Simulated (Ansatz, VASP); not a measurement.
# One calculation of B, two programs

```xyz
8
Lattice="-1.4335 2.6863 0.0004 0.0135 0.0070 -3.3004 -4.3263 -2.7005 0.0239" Properties=species:S:1:pos:R:3 pbc="T T T"
B    -4.3581   -1.0133   -1.2115
B    -1.4496   -0.7930   -1.3830
B    -2.9571   -0.8855   -0.3709
B    -1.4266    1.8873   -0.1912
B    -4.1412    0.7487   -2.1041
B    -1.2918    0.8584   -2.0096
B    -4.3138   -1.7207   -2.9161
B    -3.0473    0.8894   -2.9180
```

Change from the starting cell: alpha-gallium type (Cmce, No. 64); cell x2, atoms moved at random (sigma 0.1 Å) and cell strained at random (1.5 %), then relaxed without symmetry.

Alike in both runs: task relaxation of cell and atoms; functional PBE; k mesh 8 × 8 × 6; occupations gaussian, width 0.1 eV; no spin polarisation.

|  | VASP | Ansatz |
| --- | --- | --- |
| version | VASP 6.6.1 | Ansatz 0.2.0 |
| potentials or method | VASP PAW PBE potentials, release 64 (B), cutoff 600 eV | scalar-relativistic, plane waves, PAW |
| valence electrons in the cell | 24 | 24 |

```csv
,VASP,Ansatz,Ansatz less VASP
"gap on the k mesh at the Fermi level, each at its own relaxed structure (eV)",none,none,-
relaxed volume (Å³/atom),6.38,6.38,+0.002
relaxed cell length with the largest relative difference (Å),3.265,3.266,+0.0010
```

A gap of «none» marks a metal or a gap that the smearing closes.
